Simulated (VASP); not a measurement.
# MgRe: relaxation of cell and atoms with PBE

MgRe:

```
Mg Re
1.0
     0.00000    2.64174    2.64174
     2.64174    0.00000    2.64174
     2.64174    2.64174    0.00000
Mg Re
1 1
Direct
  0.00000 0.00000 0.00000
  0.75000 0.75000 0.75000
```

| Quantity | Value |
| --- | --- |
| Program | VASP 6.6.1 |
| Task | relaxation of cell and atoms |
| Functional | PBE |
| Potentials or basis | VASP PAW PBE potentials, release 64 (Mg, Re) |
| Cutoff | 600 eV |
| k mesh | 6 × 6 × 6 |
| Occupations | gaussian, width 0.1 eV |
| Spin | no spin polarisation |
| Dipole correction | no |
| Further INCAR settings | ALGO = Fast; EDIFF = 1e-07; IBRION = 2; EDIFFG = -0.04; NSW = 90; ISIF = 3 |

```json
{
 "Relaxed volume": "26.82 Å³/atom",
 "Relaxed cell": "a = 4.233 Å, b = 4.233 Å, c = 4.233 Å, α = 60.00°, β = 60.00°, γ = 60.00°",
 "Space group after relaxing (to 0.1 Å)": "F-43m (No. 216)",
 "Energy gained by relaxing": "576.1 meV/atom",
 "Ionic steps": "4",
 "Pressure after relaxing": "-0.1 GPa",
 "Band gap on the k mesh": "zero (an odd number of electrons rules out a gap without spin polarisation)"
}
```

The path:
```
step  energy change (eV)  largest force (eV/Å)  pressure (GPa)  volume (Å³)
   1              0.0000                0.0000           30.26        36.87
   2             -1.0985                0.0000           -3.09        58.75
   3             -1.1511                0.0000            0.52        52.90
   4             -1.1521                0.0000           -0.06        53.64
```

Final structure:
```
Mg Re
1.0
     0.00000    2.99331    2.99331
     2.99331    0.00000    2.99331
     2.99331    2.99331    0.00000
Mg Re
1 1
Direct
  0.00000 0.00000 0.00000
  0.75000 0.75000 0.75000
```

Levels at points of the mesh, in eV from the Fermi level:
```tsv
k point	band 3	band 4	band 5	band 6	band 7	band 8
(0.00, 0.00, 0.00)	-0.84	-0.84	-0.02	-0.02	7.74	7.74
(0.50, 0.00, 0.00)	-0.73	-0.73	0.31	0.31	0.48	6.23
(0.50, 0.50, 0.00)	0.14	0.26	0.26	0.41	0.48	3.55
```

Run time: 32 s on 1 thread of Intel(R) Xeon(R) 6975P-C (Granite Rapids) (shared host), peak memory 0.17 GiB.

Caveat: the volume moved by over 15 % at a fixed basis, so the end points are rough; spin-orbit coupling is left out, which moves the levels of the heavy elements.
